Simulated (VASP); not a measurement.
# Li (Im-3m) in VASP: settings compared

Li is run at these levels: PBEsol+D3(BJ), revPBE+D3(BJ); tasks: single point.

Program: VASP 6.6.1. These are calculated values, not measurements. Logs are shortened: lines on timing, memory, paths and dates and some standing lists are left out, and cuts for length are marked.

## 1. The cell of the first run

The structure is cubic, space group Im-3m (No. 229). Conventional cell: a = 3.533 Å, b = 3.533 Å, c = 3.533 Å, α = 90.00°, β = 90.00°, γ = 90.00°. Within 4.0 Å of Li (site symmetry m-3m) lie 14 Li at 3.06 to 3.53 Å.

## 2. Single point, PBEsol+D3(BJ)

Input file INCAR:

```
PREC = Accurate ; ENCUT = 520
EDIFF = 1E-6 ; ISMEAR = -1
SIGMA = 0.05 ; LREAL = False
LASPH = True ; NELM = 60
ALGO = Normal ; ISIF = 2
LWAVE = False ; LCHARG = True
GGA = PS ; IVDW = 12
LELF = True ; LVHAR = True
NBANDS = 8
```

Input file KPOINTS:

```
regular mesh
0
Gamma
  11 11 11
```

Input file POSCAR:

```
Li
1.0
   -1.7662705373      1.7662705373      1.7662705373
    1.7662705373     -1.7662705373      1.7662705373
    1.7662705373      1.7662705373     -1.7662705373
Li
1
Direct
    0.0000000000      0.0000000000      0.0000000000
```

Potentials or basis: VASP PAW PBE potentials, release 64 (Li_sv).

The run is started by

```sh
$ cat potpaw_PBE.64/Li_sv/POTCAR > POTCAR
$ mpirun -np 1 vasp_std > vasp.out
```

OUTCAR:

```text
PREC = Accurate
   ENCUT = 520
   EDIFF = 1E-6
   ISMEAR = -1
   LREAL = False
   LASPH = True
   NELM = 60
   ISIF = 2
   GGA = PS
   IVDW = 12
 IVDW          = 12

 ion  position               nearest neighbor table
   1  0.000  0.000  0.000-

  LATTYP: Found a body centered cubic cell.
 ALAT       =     3.5325410746

  Lattice vectors:

 A1 = (  -1.7662705373,   1.7662705373,   1.7662705373)
 A2 = (   1.7662705373,  -1.7662705373,   1.7662705373)
 A3 = (   1.7662705373,   1.7662705373,  -1.7662705373)

Analysis of symmetry for initial positions (statically):
=====================================================================
 Subroutine PRICEL returns:
 Original cell was already a primitive cell.

 Routine SETGRP: Setting up the symmetry group for a
 body centered cubic supercell.

 Subroutine GETGRP returns: Found 48 space group operations
 (whereof 48 operations were pure point group operations)
 out of a pool of 48 trial point group operations.

The static configuration has the point symmetry O_h .

Analysis of symmetry for dynamics (positions and initial velocities):
=====================================================================
 Subroutine PRICEL returns:
 Original cell was already a primitive cell.

 Routine SETGRP: Setting up the symmetry group for a
 body centered cubic supercell.

 Subroutine GETGRP returns: Found 48 space group operations
 (whereof 48 operations were pure point group operations)
 out of a pool of 48 trial point group operations.

The dynamic configuration has the point symmetry O_h .

 Subroutine INISYM returns: Found 48 space group operations
 (whereof 48 operations are pure point group operations),
 and found     1 'primitive' translations

----------------------------------------------------------------------------------------

                                     Primitive cell

  volume of cell :      22.0410

  direct lattice vectors                    reciprocal lattice vectors
    -1.766270537  1.766270537  1.766270537     0.000000000  0.283082342  0.283082342
     1.766270537 -1.766270537  1.766270537     0.283082342  0.000000000  0.283082342
     1.766270537  1.766270537 -1.766270537     0.283082342  0.283082342  0.000000000

  length of vectors
     3.059270311  3.059270311  3.059270311     0.400338887  0.400338887  0.400338887

  position of ions in fractional coordinates (direct lattice)
     0.000000000  0.000000000  0.000000000

  ion indices of the primitive-cell ions
   primitive index   ion index
                 1           1

----------------------------------------------------------------------------------------

 KPOINTS: regular mesh

Automatic generation of k-mesh.
 Grid dimensions read from file:
 generate k-points for:   11   11   11

 Generating k-lattice:

  Cartesian coordinates                     Fractional coordinates (reciprocal lattice)
     0.000000000  0.025734758  0.025734758     0.090909091  0.000000000  0.000000000
     0.025734758  0.000000000  0.025734758     0.000000000  0.090909091  0.000000000
     0.025734758  0.025734758  0.000000000     0.000000000  0.000000000  0.090909091

  Length of vectors
     0.036394444  0.036394444  0.036394444

  Shift w.r.t. Gamma in fractional coordinates (k-lattice)
     0.000000000  0.000000000  0.000000000

 Subroutine IBZKPT returns following result:
 ===========================================

 Found     56 irreducible k-points:

 Following reciprocal coordinates:
            Coordinates               Weight
  0.000000  0.000000  0.000000      1.000000
  0.090909  0.000000  0.000000     12.000000
  0.181818  0.000000  0.000000     12.000000
  0.272727  0.000000  0.000000     12.000000
  0.363636  0.000000  0.000000     12.000000
  0.454545  0.000000  0.000000     12.000000
[... 16 lines left out ...]
  0.272727  0.181818  0.090909     48.000000
  0.363636  0.181818  0.090909     24.000000
 [... further k-points ...]
   k-points           NKPTS =     56   k-points in BZ     NKDIM =     56   number of bands    NBANDS=      8
   number of dos      NEDOS =    301   number of ions     NIONS =      1
   total plane-waves  NPLWV =  13824
   dimension x,y,z NGX =    24 NGY =   24 NGZ =   24
   dimension x,y,z NGXF=    48 NGYF=   48 NGZF=   48
   ions per type =               1
   NGX,Y,Z   is equivalent  to a cutoff of  13.04, 13.04, 13.04 a.u.
   NGXF,Y,Z  is equivalent  to a cutoff of  26.08, 26.08, 26.08 a.u.
 SYSTEM =  unknown system
   PREC   = accura    normal or accurate (medium, high low for compatibility)
   ISTART =      0    job   : 0-new  1-cont  2-samecut
   ICHARG =      2    charge: 1-file 2-atom 10-const
   ISPIN  =      1    spin polarized calculation?
   LNONCOLLINEAR =      F non collinear calculations
   LSORBIT =      F    spin-orbit coupling
   LASPH  =      T    aspherical Exc in radial PAW
   ENCUT  =  520.0 eV  38.22 Ry    6.18 a.u.   5.69  5.69  5.69*2*pi/ulx,y,z
   NELM   =     60;   NELMIN=  2; NELMDL= -5     # of ELM steps
   EDIFF  = 0.1E-05   stopping-criterion for ELM
   LREAL  =      F    real-space projection
   EDIFFG = 0.1E-04   stopping-criterion for IOM
   NSW    =      0    number of steps for IOM
   IBRION =     -1    ionic relax: 0-MD 1-quasi-New 2-CG
   NFREE  =      0    steps in history (QN), initial steepest desc. (CG)
   ISIF   =      2    stress and relaxation
   ISYM   =      2    0-nonsym 1-usesym 2-fastsym
   POTIM  = 0.5000    time-step for ionic-motion
   TEBEG  =    0.0;   TEEND  =   0.0 temperature during run
   PSTRESS=    0.0 pullay stress
   NELECT =       3.0000    total number of electrons
   NUPDOWN=      -1.0000    fix difference up-down
   EMIN   =  10.00;   EMAX   =-10.00  energy-range for DOS
   EFERMI =   0.00;   METHOD = LEGACY
   ISMEAR =    -1;   SIGMA  =   0.05  broadening in eV -4-tet -1-fermi 0-gaus
   EFERMI_NEDOS =   21; number of points for ismear=-14 and -15
   IALGO  =     38    algorithm
   IMIX   =      4    mixing-type and parameters
     AMIX     =   0.40;   BMIX     =  1.00
     AMIX_MAG =   1.60;   BMIX_MAG =  1.00
  volume/ion in A,a.u.               =      22.04       148.74
  Fermi-wavevector in a.u.,A,eV,Ry     =   0.842115  1.591366  9.648674  0.709158
  Thomas-Fermi vector in A             =   1.956769
   LORBIT       =      0    0 simple, 1 ext, 2 COOP (PROOUT), +10 PAW based schemes
   GGA     = PS    functional components
   LHFCALC =     F    Hartree Fock is set to
   AEXX    =    0.0000 exact exchange contribution
   IVDW    =    12    specifies the selected vdW correction
   LEPSILON=     F    determine dielectric tensor
   LRPA    =     F    only Hartree local field effects (RPA)
 non-spin polarized calculation
  energy-cutoff  :      520.00
  volume of cell :       22.04
 maximum number of plane-waves:       606
   NGX = 11   NGY = 11   NGZ = 11

 number of electron       2.9999995 magnetization

 Free energy of the ion-electron system (eV)
  ---------------------------------------------------
  ext. energy  EPLUGINS =         0.00000000
  ---------------------------------------------------
  free energy    TOTEN  =        -1.96534271 eV

  energy without entropy =       -1.96162721  energy(sigma->0) =       -1.96348496

 E-fermi :   0.4232     XC(G=0):  -6.8166

 val. band max:        0.3822950653   @ k =  -0.3636   0.4545   0.0909
 cond. band min:       0.4277616810   @ k =   0.4545   0.0000   0.0000
 fundamental gap:      0.0454666157
 Fermi energy:         0.4232091005

 k-point     1 :       0.0000    0.0000    0.0000
  band No.  band energies     occupation
      1     -45.6558      2.00000
      2      -3.0414      2.00000
      3      14.1934      0.00000
      4      14.1934      0.00000
      5      14.1934      0.00000
      6      18.7407      0.00000
      7      18.7407      0.00000
      8      18.7407      0.00000

 k-point     2 :       0.0909    0.0000    0.0000
  band No.  band energies     occupation
      1     -45.6547      2.00000
      2      -2.8899      2.00000
      3      13.1871      0.00000
      4      13.5196      0.00000
      5      13.9421      0.00000
      6      17.1198      0.00000
      7      17.2934      0.00000
      8      18.7696      0.00000

 k-point     3 :       0.1818    0.0000    0.0000
  band No.  band energies     occupation
      1     -45.6515      2.00000
      2      -2.4352      2.00000
      3      10.6742      0.00000
      4      12.3478      0.00000
      5      13.2930      0.00000
      6      15.7436      0.00000
      7      16.3105      0.00000
      8      18.6389      0.00000

 k-point     4 :       0.2727    0.0000    0.0000
  band No.  band energies     occupation
      1     -45.6474      2.00000
      2      -1.6810      2.00000
      3       7.9503      0.00000
      4      11.3251      0.00000
      5      12.5485      0.00000
      6      14.5626      0.00000
      7      16.1884      0.00000
      8      19.2410      0.00000

 k-point     5 :       0.3636    0.0000    0.0000
  band No.  band energies     occupation
      1     -45.6436      2.00000
      2      -0.6569      2.00000
      3       5.5291      0.00000
      4      10.6095      0.00000
      5      11.9621      0.00000
      6      13.7719      0.00000
      7      16.3255      0.00000
      8      20.3231      0.00000
[... 177 lines left out ...]
 k-point    22 :       0.1818    0.1818    0.0909
  band No.  band energies     occupation
      1     -45.6434      2.00000
      2      -0.4702      2.00000
      3       6.6486      0.00000
      4       7.7807      0.00000
      5       9.6300      0.00000
      6      18.3659      0.00000
      7      18.5526      0.00000
      8      21.4096      0.00000

 k-point    23 :       0.2727    0.1818    0.0909
  band No.  band energies     occupation
      1     -45.6412      2.00000
      2       0.6951      0.00865
      3       4.7040      0.00000
      4       7.0002      0.00000
      5       9.2492      0.00000
      6      18.7714      0.00000
      7      19.3272      0.00000
      8      22.2480      0.00000

 k-point    24 :       0.3636    0.1818    0.0909
  band No.  band energies     occupation
      1     -45.6403      2.00000
      2       1.5985      0.00000
      3       3.4867      0.00000
      4       6.7856      0.00000
      5       9.1230      0.00000
      6      18.8206      0.00000
      7      19.7179      0.00000
      8      22.9288      0.00000

 [... further k-points ...]

------------------------ aborting loop because EDIFF is reached ----------------------------------------

 Edisp (eV)   -0.13631

 E8    (eV) :    -0.0871

  FORCE on cell =-STRESS in cart. coord.  units (eV):
  Direction    XX          YY          ZZ          XY          YZ          ZX
  --------------------------------------------------------------------------------------
  -------------------------------------------------------------------------------------
  Total      -0.29466    -0.29466    -0.29466     0.00000     0.00000    -0.00000
  in kB     -21.41912   -21.41912   -21.41912     0.00000     0.00000    -0.00000
  external pressure =      -21.42 kB  Pullay stress =        0.00 kB

 VOLUME and BASIS-vectors are now :
 -----------------------------------------------------------------------------
  energy-cutoff  :      520.00
  volume of cell :       22.04
      direct lattice vectors                 reciprocal lattice vectors
    -1.766270537  1.766270537  1.766270537     0.000000000  0.283082342  0.283082342
     1.766270537 -1.766270537  1.766270537     0.283082342  0.000000000  0.283082342
     1.766270537  1.766270537 -1.766270537     0.283082342  0.283082342  0.000000000

 POSITION                                       TOTAL-FORCE (eV/Angst)
 -----------------------------------------------------------------------------------
      0.00000      0.00000      0.00000        -0.000000      0.000000      0.000000
 -----------------------------------------------------------------------------------
    total drift:                               -0.000000      0.000000     -0.000000

  FREE ENERGIE OF THE ION-ELECTRON SYSTEM (eV)
  ---------------------------------------------------
  free  energy   TOTEN  =        -2.1016501132 eV

  energy  without entropy=       -2.0979346129  energy(sigma->0) =       -2.09979236
```

Run time: 3.7 s. Hardware: 1 thread of Intel Xeon Platinum 8488C (Sapphire Rapids), shared host; peak memory 0.14 GiB.

Results:

- Free energy: -2.1017 eV
- Dispersion energy per atom: -0.136 eV

Caveat: the cutoff is under 1.25 times the usual one of these potentials, so pressure, stress and relaxed cells hold a basis-set (Pulay) error; the PAW data sets were made with another functional, which shifts forces and pressure a little; pairwise dispersion overbinds metals, which lowers pressure and volume.

(Continued in part 2 of 2.)
